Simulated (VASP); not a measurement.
Input of a VASP 6.6.1 run:

The input INCAR:

```
  PREC = Accurate
  ENCUT = 520
  EDIFF = 1E-6
  ISMEAR = 0
  SIGMA = 0.1
  LREAL = F
  LASPH = T
  NELM = 80
  ALGO = Normal
  ISIF = 2
  LWAVE = F
  LCHARG = F
  GGA = PE
  NBANDS = 39
```

Contents of KPOINTS:

```
Automatic mesh
0
Gamma
  6 6 2
```

File POSCAR:

```
TePb3Se2
1.0
    4.4270304400      0.0000000000      0.0000000000
   -2.2135152200      3.8339208200      0.0000000000
    0.0000000000      0.0000000000     10.8439656500
Te Pb Se
1 3 2
Direct
    0.0000000000      0.0000000000      0.0000000000
    0.6666666700      0.3333333300      0.8333333300
    0.0000000000      0.0000000000      0.5000000000
    0.3333333300      0.6666666700      0.1666666700
    0.3333333300      0.6666666700      0.6666666700
    0.6666666700      0.3333333300      0.3333333300
```

Potentials or basis: VASP PAW PBE potentials, release 64 (Te, Pb_d, Se).

Command:

```console
$ cat potpaw_PBE.64/Te/POTCAR potpaw_PBE.64/Pb_d/POTCAR potpaw_PBE.64/Se/POTCAR > POTCAR
$ mpirun -np 1 vasp_std > vasp.out
```

(1) Estimate the band gap on the k mesh.

(2) Estimate the pressure.

(3) Estimate the largest force.

Answers

(1) 0.46 eV (least direct gap 0.47 eV).

(2) 1.9 GPa.

(3) 0.867 eV/Å.

Caveat: spin-orbit coupling is left out, which moves the levels of the heavy elements.
